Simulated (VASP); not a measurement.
Wanted: the native input for a VASP 6.6.1 run.

| Quantity | Value |
| --- | --- |
| Task | relaxation of cell and atoms |
| Functional | PBE |
| Potentials or basis | VASP PAW PBE potentials, release 64 (Be, P, Pd) |
| Cutoff | 600 eV |
| k mesh | 8 × 8 × 8 |
| Occupations | gaussian, width 0.1 eV |
| Spin | no spin polarisation |
| Dipole correction | no |
| Further INCAR settings | ALGO = Normal; EDIFF = 1e-06; IBRION = 2; EDIFFG = -0.01; NSW = 100; ISIF = 3 |

The structure of Be3P3Pd lies in POSCAR:

```
Be3P3Pd
1.0
    4.7474341353      0.0000000000      0.0000000000
    0.0000000000      4.7474341353      0.0000000000
    0.0000000000      0.0000000000      4.7474341353
Be P Pd
3 3 1
Direct
    0.0000000000      0.5000000000      0.5000000000
    0.5000000000      0.0000000000      0.5000000000
    0.5000000000      0.5000000000      0.0000000000
    0.5000000000      0.0000000000      0.0000000000
    0.0000000000      0.5000000000      0.0000000000
    0.0000000000      0.0000000000      0.5000000000
    0.0000000000      0.0000000000      0.0000000000
```

The cell was built from a structure type or drawn by symmetry, and may not be a known phase.

These files were run (other wordings do the same):

INCAR

```
ALGO = Normal
EDIFF = 1E-6
EDIFFG = -0.01
ENCUT = 600
GGA = PE
IBRION = 2
ISIF = 3
ISMEAR = 0
LASPH = T
LCHARG = F
LREAL = F
LWAVE = F
NELM = 100
NSW = 100
PREC = Accurate
SIGMA = 0.1
```

KPOINTS

```
k-points
0
Gamma
  8 8 8
```

Potentials or basis: VASP PAW PBE potentials, release 64 (Be, P, Pd).

Launch:

```console
$ cat potpaw_PBE.64/Be/POTCAR potpaw_PBE.64/P/POTCAR potpaw_PBE.64/Pd/POTCAR > POTCAR
$ mpirun -np 1 vasp_std > vasp.out
```

Results of the run:

| Quantity | Value |
| --- | --- |
| Relaxed volume | 15.25 Å³/atom |
| Relaxed cell | a = 4.744 Å, b = 4.744 Å, c = 4.744 Å, α = 90.00°, β = 90.00°, γ = 90.00° |
| Space group after relaxing (to 0.1 Å) | Pm-3m (No. 221) |
| Energy gained by relaxing | 0.0 meV/atom |
| Ionic steps | 2 |
| Pressure after relaxing | 0.1 GPa |
| Band gap on the k mesh | zero (an odd number of electrons rules out a gap without spin polarisation) |

Run time: 100 s on 1 thread of Intel(R) Xeon(R) Platinum 8488C (Sapphire Rapids), with other jobs on the host, peak memory 0.31 GiB.
